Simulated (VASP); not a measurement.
A run of VASP 6.6.1 is set up as follows.

INCAR

```
  ALGO = Normal
  EDIFF = 1E-6
  ENCUT = 840
  GGA = PE
  GGA_COMPAT = False
  ISIF = 2
  ISMEAR = 0
  LASPH = True
  LCHARG = False
  LREAL = False
  LWAVE = False
  NBANDS = 15
  NELM = 120
  PREC = Accurate
  SIGMA = 0.1
```

The input KPOINTS:

```
k-points
0
Gamma
  8 8 8
```

Contents of POSCAR:

```
MgO
1.0
    0.0000000000      2.1100000000      2.1100000000
    2.1100000000      0.0000000000      2.1100000000
    2.1100000000      2.1100000000      0.0000000000
Mg O
1 1
Direct
    0.0000000000      0.0000000000      0.0000000000
    0.5000000000      0.5000000000      0.5000000000
```

Potentials or basis: VASP PAW PBE potentials, release 64 (Mg_sv, O).

Command:

```bash
$ cat potpaw_PBE.64/Mg_sv/POTCAR potpaw_PBE.64/O/POTCAR > POTCAR
$ mpirun -np 1 vasp_std > vasp.out
```

What does it give for the band gap on the k mesh?

4.69 eV.

What does it give for the pressure?

3.8 GPa.

Caveat: the cell stands under pressure.
